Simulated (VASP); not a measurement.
# RhC2 in VASP: further runs, part 2 of 2

VASP 6.6.1. Earlier steps stand in the parts before.

## 4. Single point, PBEsol

This run uses another cell than the first one, of 9.99 Å³/atom.

INCAR reads:

```
SYSTEM = RhC2
PREC = Accurate
ENCUT = 520
EDIFF = 1E-7
ISMEAR = 0
SIGMA = 0.05
LREAL = .FALSE.
LASPH = .TRUE.
NELM = 80
ALGO = Normal
ISIF = 2
LWAVE = .FALSE.
LCHARG = .FALSE.
GGA = PS
NBANDS = 18
```

KPOINTS reads:

```
regular mesh
0
G
  12 12 12
  0 0 0
```

POSCAR reads:

```
RhC2
1.0
    0.0000000000      2.5144867917      2.4412493123
    2.4412493123      0.0000000000      2.4412493123
    2.4412493123      2.5144867917      0.0000000000
Rh C
1 2
Direct
    0.0000000000      0.0000000000      0.0000000000
    0.2500000000      0.2500000000      0.2500000000
    0.7500000000      0.7500000000      0.7500000000
```

Potentials or basis: VASP PAW PBE potentials, release 64 (Rh_pv, C).

The run is started by

```
$ cat potpaw_PBE.64/Rh_pv/POTCAR potpaw_PBE.64/C/POTCAR > POTCAR
$ mpirun -np 1 vasp_std > vasp.out
```

OUTCAR:

```text
SYSTEM = RhC2
   PREC = Accurate
   ENCUT = 520
   EDIFF = 1E-7
   ISMEAR = 0
   LREAL = .FALSE.
   LASPH = .TRUE.
   NELM = 80
   ISIF = 2
   GGA = PS

 ion  position               nearest neighbor table
   1  0.000  0.000  0.000-   3 2.14   3 2.14   3 2.14   2 2.14   3 2.14   2 2.14   2 2.14   2 2.14

   2  0.250  0.250  0.250-   1 2.14   1 2.14   1 2.14   1 2.14
   3  0.750  0.750  0.750-   1 2.14   1 2.14   1 2.14   1 2.14

  LATTYP: Found a body centered tetragonal cell.
 ALAT       =     3.4524478866
 C/A-ratio  =     1.4566399693

  Lattice vectors:

 A1 = (   0.0000000000,  -2.5144867917,   2.4412493123)
 A2 = (   0.0000000000,  -2.5144867917,  -2.4412493123)
 A3 = (   2.4412493123,   2.5144867917,   0.0000000000)

Analysis of symmetry for initial positions (statically):
=====================================================================
 Subroutine PRICEL returns:
 Original cell was already a primitive cell.

 Routine SETGRP: Setting up the symmetry group for a
 body centered tetragonal supercell.

 Subroutine GETGRP returns: Found 16 space group operations
 (whereof 16 operations were pure point group operations)
 out of a pool of 16 trial point group operations.

The static configuration has the point symmetry D_4h.

Analysis of symmetry for dynamics (positions and initial velocities):
=====================================================================
 Subroutine PRICEL returns:
 Original cell was already a primitive cell.

 Routine SETGRP: Setting up the symmetry group for a
 body centered tetragonal supercell.

 Subroutine GETGRP returns: Found 16 space group operations
 (whereof 16 operations were pure point group operations)
 out of a pool of 16 trial point group operations.

The dynamic configuration has the point symmetry D_4h.

 Subroutine INISYM returns: Found 16 space group operations
 (whereof 16 operations are pure point group operations),
 and found     1 'primitive' translations

----------------------------------------------------------------------------------------

                                     Primitive cell

  volume of cell :      29.9712

  direct lattice vectors                    reciprocal lattice vectors
     0.000000000  2.514486792  2.441249312    -0.204813166  0.198847734  0.204813166
     2.441249312  0.000000000  2.441249312     0.204813166 -0.198847734  0.204813166
     2.441249312  2.514486792  0.000000000     0.204813166  0.198847734 -0.204813166

  length of vectors
     3.504617244  3.452447887  3.504617244     0.351336430  0.351336430  0.351336430

  position of ions in fractional coordinates (direct lattice)
     0.000000000  0.000000000  0.000000000
     0.250000000  0.250000000  0.250000000
     0.750000000  0.750000000  0.750000000

  ion indices of the primitive-cell ions
   primitive index   ion index
                 1           1
                 2           2
                 3           3

----------------------------------------------------------------------------------------

 KPOINTS: regular mesh

Automatic generation of k-mesh.
 Grid dimensions read from file:
 generate k-points for:   12   12   12

 Generating k-lattice:

  Cartesian coordinates                     Fractional coordinates (reciprocal lattice)
    -0.017067764  0.016570644  0.017067764     0.083333333  0.000000000 -0.000000000
     0.017067764 -0.016570644  0.017067764     0.000000000  0.083333333  0.000000000
     0.017067764  0.016570644 -0.017067764    -0.000000000  0.000000000  0.083333333

  Length of vectors
     0.029278036  0.029278036  0.029278036

  Shift w.r.t. Gamma in fractional coordinates (k-lattice)
     0.000000000  0.000000000  0.000000000

 Subroutine IBZKPT returns following result:
 ===========================================

 Found    163 irreducible k-points:

 Following reciprocal coordinates:
            Coordinates               Weight
  0.000000  0.000000  0.000000      1.000000
  0.083333  0.000000  0.000000      8.000000
  0.166667  0.000000  0.000000      8.000000
  0.250000  0.000000  0.000000      8.000000
  0.333333  0.000000  0.000000      8.000000
  0.416667  0.000000  0.000000      8.000000
[... 16 lines left out ...]
  0.500000  0.166667  0.000000     16.000000
 -0.416667  0.166667 -0.000000     16.000000
 [... further k-points ...]
   k-points           NKPTS =    163   k-points in BZ     NKDIM =    163   number of bands    NBANDS=     18
   number of dos      NEDOS =    301   number of ions     NIONS =      3
   total plane-waves  NPLWV =  21952
   dimension x,y,z NGX =    28 NGY =   28 NGZ =   28
   dimension x,y,z NGXF=    56 NGYF=   56 NGZF=   56
   ions per type =               1   2
   NGX,Y,Z   is equivalent  to a cutoff of  13.28, 13.48, 13.28 a.u.
   NGXF,Y,Z  is equivalent  to a cutoff of  26.56, 26.97, 26.56 a.u.
 SYSTEM =  RhC2
   PREC   = accura    normal or accurate (medium, high low for compatibility)
   ISTART =      0    job   : 0-new  1-cont  2-samecut
   ICHARG =      2    charge: 1-file 2-atom 10-const
   ISPIN  =      1    spin polarized calculation?
   LNONCOLLINEAR =      F non collinear calculations
   LSORBIT =      F    spin-orbit coupling
   LASPH  =      T    aspherical Exc in radial PAW
   ENCUT  =  520.0 eV  38.22 Ry    6.18 a.u.   6.52  6.42  6.52*2*pi/ulx,y,z
   NELM   =     80;   NELMIN=  2; NELMDL= -5     # of ELM steps
   EDIFF  = 0.1E-06   stopping-criterion for ELM
   LREAL  =      F    real-space projection
   EDIFFG = 0.1E-05   stopping-criterion for IOM
   NSW    =      0    number of steps for IOM
   IBRION =     -1    ionic relax: 0-MD 1-quasi-New 2-CG
   NFREE  =      0    steps in history (QN), initial steepest desc. (CG)
   ISIF   =      2    stress and relaxation
   ISYM   =      2    0-nonsym 1-usesym 2-fastsym
   POTIM  = 0.5000    time-step for ionic-motion
   TEBEG  =    0.0;   TEEND  =   0.0 temperature during run
   PSTRESS=    0.0 pullay stress
   NELECT =      23.0000    total number of electrons
   NUPDOWN=      -1.0000    fix difference up-down
   EMIN   =  10.00;   EMAX   =-10.00  energy-range for DOS
   EFERMI =   0.00;   METHOD = LEGACY
   ISMEAR =     0;   SIGMA  =   0.05  broadening in eV -4-tet -1-fermi 0-gaus
   EFERMI_NEDOS =   21; number of points for ismear=-14 and -15
   IALGO  =     38    algorithm
   IMIX   =      4    mixing-type and parameters
     AMIX     =   0.40;   BMIX     =  1.00
     AMIX_MAG =   1.60;   BMIX_MAG =  1.00
  volume/ion in A,a.u.               =       9.99        67.42
  Fermi-wavevector in a.u.,A,eV,Ry     =   1.498820  2.832360 30.564975  2.246462
  Thomas-Fermi vector in A             =   2.610530
   LORBIT       =      0    0 simple, 1 ext, 2 COOP (PROOUT), +10 PAW based schemes
   GGA     = PS    functional components
   LHFCALC =     F    Hartree Fock is set to
   AEXX    =    0.0000 exact exchange contribution
   IVDW    =     0    specifies the selected vdW correction
   LEPSILON=     F    determine dielectric tensor
   LRPA    =     F    only Hartree local field effects (RPA)
 non-spin polarized calculation
 Gauss-broadening in eV      SIGMA  =   0.05
  energy-cutoff  :      520.00
  volume of cell :       29.97
 maximum number of plane-waves:       827
 NGX is ok and might be reduce to    28
   NGX = 13   NGY = 13   NGZ = 13

 number of electron      22.9999997 magnetization

 Free energy of the ion-electron system (eV)
  ---------------------------------------------------
  ext. energy  EPLUGINS =         0.00000000
  ---------------------------------------------------
  free energy    TOTEN  =       -21.87066536 eV

  energy without entropy =      -21.86753394  energy(sigma->0) =      -21.86909965

 E-fermi :   8.4198     XC(G=0): -12.8605

 val. band max:        8.4124753046   @ k =   0.1667   0.4167   0.0833
 cond. band min:       8.4307470897   @ k =   0.3333  -0.2500   0.1667
 fundamental gap:      0.0182717852
 Fermi energy:         8.4198247048

 k-point     1 :       0.0000    0.0000    0.0000
  band No.  band energies     occupation
      1     -38.7400      2.00000
      2     -38.7021      2.00000
      3     -38.7021      2.00000
      4      -6.0647      2.00000
      5       1.5673      2.00000
      6       1.5673      2.00000
[... 10 lines left out ...]
     17      19.0667      0.00000
     18      19.2976      0.00000
[... 466 lines left out ...]
      2     -38.7344      2.00000
      3     -38.7187      2.00000
      4      -3.2413      2.00000
      5      -2.0493      2.00000
      6       2.1835      2.00000
[... 10 lines left out ...]
     17      19.6489      0.00000
     18      22.6602      0.00000

 [... further k-points ...]

------------------------ aborting loop because EDIFF is reached ----------------------------------------

  FORCE on cell =-STRESS in cart. coord.  units (eV):
  Direction    XX          YY          ZZ          XY          YZ          ZX
  --------------------------------------------------------------------------------------
  -------------------------------------------------------------------------------------
  Total       -1.5753973     -1.2751455     -1.5753973     -0.0000000     -0.0000000      0.0000000
  in kB      -84.2164752    -68.1658278    -84.2164752     -0.0000000     -0.0000000      0.0000000
  external PRESSURE =     -78.8662594 kB  Pullay stress =       0.0000000 kB

 VOLUME and BASIS-vectors are now :
 -----------------------------------------------------------------------------
  energy-cutoff  :      520.00
  volume of cell :       29.97
      direct lattice vectors                 reciprocal lattice vectors
     0.000000000  2.514486792  2.441249312    -0.204813166  0.198847734  0.204813166
     2.441249312  0.000000000  2.441249312     0.204813166 -0.198847734  0.204813166
     2.441249312  2.514486792  0.000000000     0.204813166  0.198847734 -0.204813166

 POSITION                                       TOTAL-FORCE (eV/Angst)
 -----------------------------------------------------------------------------------
      0.00000      0.00000      0.00000         0.000000     -0.000000     -0.000000
      1.22062      1.25724      1.22062         0.000000     -0.000000     -0.000000
      3.66187      3.77173      3.66187        -0.000000      0.000000      0.000000
 -----------------------------------------------------------------------------------
    total drift:                               -0.000000     -0.000000      0.000000

  FREE ENERGIE OF THE ION-ELECTRON SYSTEM (eV)
  ---------------------------------------------------
  free  energy   TOTEN  =       -21.8706653553 eV

  energy  without entropy=      -21.8675339425  energy(sigma->0) =      -21.86909965
```

stdout:

```text
POSCAR found type information on POSCAR RhC
 POSCAR found :  2 types and       3 ions
 scaLAPACK will be used
 -----------------------------------------------------------------------------
|                                                                             |
|                                                                             |
|     You enforced a specific xc type in the INCAR file but a different       |
|     I HOPE YOU KNOW WHAT YOU ARE DOING!                                     |
|                                                                             |
 -----------------------------------------------------------------------------

 LDA part: xc-table for (Slater+PW92), standard interpolation
 POSCAR, INCAR and KPOINTS ok, starting setup
 FFT: planning ... GRIDC
 FFT: planning ... GRID_SOFT
 FFT: planning ... GRID
 WAVECAR not read
 entering main loop
```

Run time: 2 min. Hardware: 1 thread of Intel Xeon 8259CL, shared host; peak memory 0.22 GiB.

What came out:

```
Free energy            : -21.8707 eV
Pressure               : -7.9 GPa
Band gap on the k mesh : zero (an odd number of electrons rules out a gap without spin polarisation)
```

Caveat: the cell stands under tension; the PAW data sets were made with another functional, which shifts forces and pressure a little.

## 5. Single point, PBEsol

INCAR reads:

```
SYSTEM = RhC2
ALGO = Normal
EDIFF = 1E-6
ENCUT = 520
GGA = PS
ISIF = 2
ISMEAR = 0
LASPH = .TRUE.
LCHARG = .FALSE.
LREAL = .FALSE.
LWAVE = .FALSE.
NBANDS = 18
NELM = 100
PREC = Accurate
SIGMA = 0.05
```

KPOINTS reads:

```
k-points
0
G
  18 18 18
  0 0 0
```

POSCAR reads:

```
RhC2
1.0
    0.0000000000      2.4412493123      2.4412493123
    2.4412493123      0.0000000000      2.4412493123
    2.4412493123      2.4412493123      0.0000000000
Rh C
1 2
Direct
    0.0000000000      0.0000000000      0.0000000000
    0.2500000000      0.2500000000      0.2500000000
    0.7500000000      0.7500000000      0.7500000000
```

The run is started by

```
$ cat potpaw_PBE.64/Rh_pv/POTCAR potpaw_PBE.64/C/POTCAR > POTCAR
$ mpirun -np 1 vasp_std > vasp.out
```

Wall time 2.3 min (1 thread of Intel Xeon 8259CL, shared host); peak memory 0.23 GiB.

It converged, with:

| Item | Value |
| --- | --- |
| Free energy | -21.8838 eV |
| Pressure | 0.1 GPa |
| Band gap on the k mesh | zero (an odd number of electrons rules out a gap without spin polarisation) |

Levels at points of the mesh, in eV from the Fermi level:
```tsv
k point	band 9	band 10	band 11	band 12	band 13	band 14	band 15	band 16
(0.00, 0.00, 0.00)	-2.75	-2.75	2.19	2.19	2.19	5.33	5.33	5.33
(0.50, 0.00, 0.00)	-2.39	-2.39	-0.79	-0.79	-0.37	3.17	5.25	5.25
(0.50, 0.50, 0.00)	-3.60	-3.60	-2.02	-1.10	2.50	3.95	5.82	5.82
```

Caveat: the PAW data sets were made with another functional, which shifts forces and pressure a little.

## 6. Overview

```tsv
level	U	cell	k mesh	gap on the mesh (eV)	pressure (GPa)
PBEsol+U	Rh d U = 6.0 eV	a = 3.452 Å, angles 60.0°, 3 atoms, atomic positions A	12 × 12 × 12	none	-6.9
PBEsol	-	a = 3.452 Å, angles 60.0°, 3 atoms, atomic positions B	12 × 12 × 12	none	0.6
PBEsol	-	a = 3.505, b = 3.452 Å, angles 60.5, 59.0, 60.5°, 3 atoms, atomic positions A	12 × 12 × 12	none	-7.9
PBEsol	-	a = 3.452 Å, angles 60.0°, 3 atoms, atomic positions A	18 × 18 × 18	none	0.1
```

Alike in all rows: task single point; potentials or basis VASP PAW PBE potentials, release 64 (Rh_pv, C); no spin polarisation; cutoff (eV) 520; smearing gaussian 0.05 eV.

Caveats: the PAW data sets were made with another functional, which shifts forces and pressure a little; the cell stands under tension (at least some runs); U without spin polarisation on a metal has little footing (at least some runs); the U is typed as a test and isn't derived for this compound (at least some runs).

Total energies depend on the potentials used, so only differences within one code and one set of settings carry meaning.
